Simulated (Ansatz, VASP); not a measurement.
This is a calculation of CuO for VASP 6.6.1.

The input POSCAR:

```
CuO
1.0
    3.1965258844      0.0000000000      0.0000000000
    0.0000000000      3.1965258844      0.0000000000
    0.0000000000      0.0000000000      4.6803243692
Cu O
2 2
Direct
    0.0000000000      0.0000000000      0.0000000000
    0.5000000000      0.5000000000      0.0000000000
    0.5000000000      0.0000000000      0.2670000000
    0.0000000000      0.5000000000      0.7330000000
```

File INCAR.step1:

```
PREC = Accurate
ENCUT = 520
ISMEAR = -1
SIGMA = 0.05
LREAL = False
LASPH = True
NELM = 100
NBANDS = 25
GGA = PE
ALGO = Normal
EDIFF = 1E-4
LWAVE = True
LCHARG = False
```

The input INCAR.step2:

```
PREC = Accurate
ENCUT = 520
EDIFF = 1E-6
ISMEAR = -1
SIGMA = 0.05
LREAL = False
LASPH = True
NELM = 100
ALGO = Normal
ISIF = 2
LWAVE = False
LCHARG = True
METAGGA = R2SCAN
LMIXTAU = True
LELF = True
LVHAR = True
NBANDS = 25
ISTART = 1
```

Contents of KPOINTS:

```
regular mesh
0
Gamma
  8 8 6
```

Potentials or basis: VASP PAW PBE potentials, release 64 (Cu, O).

Launch:

```sh
$ cat potpaw_PBE.64/Cu/POTCAR potpaw_PBE.64/O/POTCAR > POTCAR
$ cp INCAR.step1 INCAR
$ mpirun -np 1 vasp_std > vasp.out
$ cp INCAR.step2 INCAR
$ mpirun -np 1 vasp_std > vasp.out
```

Question: Set up the same calculation for Ansatz 0.2.0. Potentials there: Ansatz PAW.

Answer: As run (the cutoff follows the program's own potentials):

Contents of input.yaml:

```yaml
crystal:
  lattice:
    - [3.1965258844, 0.0, 0.0]
    - [0.0, 3.1965258844, 0.0]
    - [0.0, 0.0, 4.6803243692]
  atoms:
    - { symbol: Cu, position: [0.0, 0.0, 0.0] }
    - { symbol: Cu, position: [0.5, 0.5, 0.0] }
    - { symbol: O, position: [0.5, 0.0, 0.267] }
    - { symbol: O, position: [0.0, 0.5, 0.733] }
hamiltonian:
  xc: r2scan
  pseudopotentials: { kind: paw }
kpoints:
  mp_grid: { grid: [8, 8, 6] }
scf:
  occupations: { method: fermi_dirac, width: 0.05 }
output:
  forces: true
  stress: true
  eigenvalues: true
```

Potentials or basis: Ansatz PAW.

The run is started by

```bash
$ ansatz run input.yaml --threads 2 --pin off --max-ram 5632MiB --backend cpu --events-out ev --progress --plain --runs-dir out
```

Both were run:

|  | VASP | Ansatz | Ansatz less VASP |
| --- | --- | --- | --- |
| gap on the k mesh at the Fermi level (eV) | none | none | - |
| pressure (GPa) | 7.9 | 7.0 | -0.91 |
| traceless stress, the component that is largest in VASP (GPa) | -24.52 | -24.22 | +0.301 |
| rms of the force components (eV/Å) | 0.648 | 0.689 | +0.0411 |

VASP's potentials were made for PBE, not for r2SCAN. Atom by atom the forces differ by 0.041 eV/Å (rms over components). A gap of «none» marks a metal or a gap that the smearing closes. VASP's potentials hold 34 valence electrons a cell and Ansatz's 50, so a difference there can come from the potentials and not from the codes.
